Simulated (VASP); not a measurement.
Set up this calculation in VASP 6.6.1, as the native input.

```
Task                   : single point
Functional             : PBE
Potentials or basis    : VASP PAW PBE potentials, release 64 (V_sv, Mo_sv, S)
Cutoff                 : 520 eV
k mesh                 : 12 × 12 × 4
Occupations            : gaussian, width 0.1 eV
Spin                   : no spin polarisation
Dipole correction      : no
Further INCAR settings : ALGO = Normal; EDIFF = 1e-06; NBANDS = 34
```

The structure of VMoS4 lies in POSCAR:

```
VMoS4
1.0
    3.1881557966      0.0000000000      0.0000000000
   -1.5940778983      2.7610239111      0.0000000000
    0.0000000000      0.0000000000     13.5803034682
V Mo S
1 1 4
Direct
    0.0000000000      0.0000000000      0.5000000000
    0.0000000000      0.0000000000      0.0000000000
    0.6666666667      0.3333333333      0.3921280907
    0.6666666667      0.3333333333      0.8832414141
    0.3333333333      0.6666666667      0.1167585859
    0.3333333333      0.6666666667      0.6078719093
```

These files were run (other wordings do the same):

INCAR

```
ALGO = Normal
EDIFF = 1E-6
ENCUT = 520
GGA = PE
ISIF = 2
ISMEAR = 0
LASPH = T
LCHARG = F
LREAL = F
LWAVE = F
NBANDS = 34
NELM = 100
PREC = Accurate
SIGMA = 0.1
```

KPOINTS

```
k-points
0
Gamma
  12 12 4
```

Potentials or basis: VASP PAW PBE potentials, release 64 (V_sv, Mo_sv, S).

The run is started by

```sh
$ cat potpaw_PBE.64/V_sv/POTCAR potpaw_PBE.64/Mo_sv/POTCAR potpaw_PBE.64/S/POTCAR > POTCAR
$ mpirun -np 1 vasp_std > vasp.out
```

It gave:

The pressure is -0.1 GPa. The largest force is 0.007 eV/Å and the band gap on the k mesh is zero (an odd number of electrons rules out a gap without spin polarisation).

Caveat: this functional lacks dispersion, which binds the layers, so the pressure and a relaxed spacing across them are unreliable; the run has no spin polarisation, though such a crystal can be magnetic.

Wall time 2.1 min on 1 thread of Intel(R) Xeon(R) 6975P-C (Granite Rapids), with other jobs on the host, peak memory 0.41 GiB.
